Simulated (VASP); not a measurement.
The system is Ta2CN.

```xyz
4
Lattice="3.1468 0.0000 0.0000 0.0000 3.1468 0.0000 0.0000 0.0000 4.4577" Properties=species:S:1:pos:R:3 pbc="T T T"
Ta    0.0000    0.0000    0.0000
Ta    1.5734    1.5734    2.2288
C     0.0000    0.0000    2.2288
N     1.5734    1.5734    0.0000
```

- Program: VASP 6.6.1
- Task: relaxation of cell and atoms
- Functional: LDA
- Potentials or basis: VASP PAW LDA potentials, release 64 (Ta_sv_GW, C, N)
- Cutoff: 600 eV
- k mesh: 6 × 6 × 5
- Occupations: methfessel-paxton, width 0.05 eV
- Spin: no spin polarisation

At the start: pressure -15.1 GPa; volume 11.04 Å³/atom.

Where does the relaxation end?

Over 7 steps the energy falls by 24.3 meV/atom and the volume is 10.55 Å³/atom (-4.4 %); space group P4/mmm (No. 123, to 0.05 Å).

Step by step:
| step | energy change (eV) | largest force (eV/Å) | pressure (GPa) | volume (Å³) |
| --- | --- | --- | --- | --- |
| 1 | 0.0000 | 0.0000 | -15.13 | 44.14 |
| 2 | 0.5372 | 0.0000 | 50.92 | 37.81 |
| 3 | -0.0969 | 0.0000 | -0.68 | 42.26 |
| 4 | -0.0971 | 0.0000 | -0.06 | 42.19 |
| 5 | -0.0970 | 0.0000 | 0.27 | 42.15 |
| 6 | -0.0969 | 0.0000 | -0.53 | 42.24 |
| 7 | -0.0971 | 0.0000 | -0.03 | 42.19 |

Final structure:
```xyz
4
Lattice="3.0963 0.0000 0.0000 0.0000 3.0963 0.0000 0.0000 0.0000 4.4005" Properties=species:S:1:pos:R:3 pbc="T T T"
Ta    0.0000    0.0000    4.4005
Ta    1.5481    1.5481    2.2002
C     0.0000    0.0000    2.2002
N     1.5481    1.5481    4.4005
```
